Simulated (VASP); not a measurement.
# Pt: single point with PBEsol

Crystal: Pt.

```
Pt
1.0
    -1.60798    1.58422    1.58422
     1.60798   -1.58422    1.58422
     1.60798    1.58422   -1.58422
Pt
1
Direct
  0.00000 0.00000 0.00000
```

This cell differs from its parent crystal: strain +0.0150 x Voigt [1, 0, 0, 0, 0, 0].

* Program: VASP 6.6.1
* Task: single point
* Functional: PBEsol
* Potentials or basis: VASP PAW PBE potentials, release 64 (Pt)
* Cutoff: 520 eV
* k mesh: 22 × 22 × 22
* Occupations: gaussian, width 0.15 eV
* Spin: no spin polarisation
* Dipole correction: no
* Further INCAR settings: ALGO = Fast; EDIFF = 1e-07; NBANDS = 11

The pressure is -14.3 GPa. The band gap on the k mesh is zero (bands 5 and 6 overlap by 2.04 eV).

Stress tensor (GPa, compression positive):
```
-13.44   0.00   0.00
  0.00 -14.80   0.00
  0.00   0.00 -14.80
```

Levels at points of the mesh, in eV from the Fermi level:
```csv
k point,band 2,band 3,band 4,band 5,band 6,band 7,band 8,band 9
"(0.00, 0.00, 0.00)",-3.39,-3.39,-3.27,-1.00,-0.85,16.92,17.20,17.20
"(0.50, 0.00, 0.00)",-4.82,-1.01,-0.57,0.35,1.04,6.18,13.13,15.40
"(0.00, 0.50, 0.00)",-4.69,-1.17,-0.63,0.26,1.02,6.06,13.30,15.76
"(0.50, 0.50, 0.50)",-5.85,0.50,0.54,0.54,7.28,7.72,7.72,12.41
```

Wall time 60 s on 1 thread of Intel(R) Xeon(R) Platinum 8559C (Emerald Rapids) (shared host), peak memory 0.26 GiB.

Caveat: the cell differs from its parent crystal (strain +0.0150 x Voigt [1, 0, 0, 0, 0, 0]); the cell stands under tension; the PAW data sets were made with another functional, which shifts forces and pressure a little; spin-orbit coupling is left out, which moves the levels of the heavy elements.
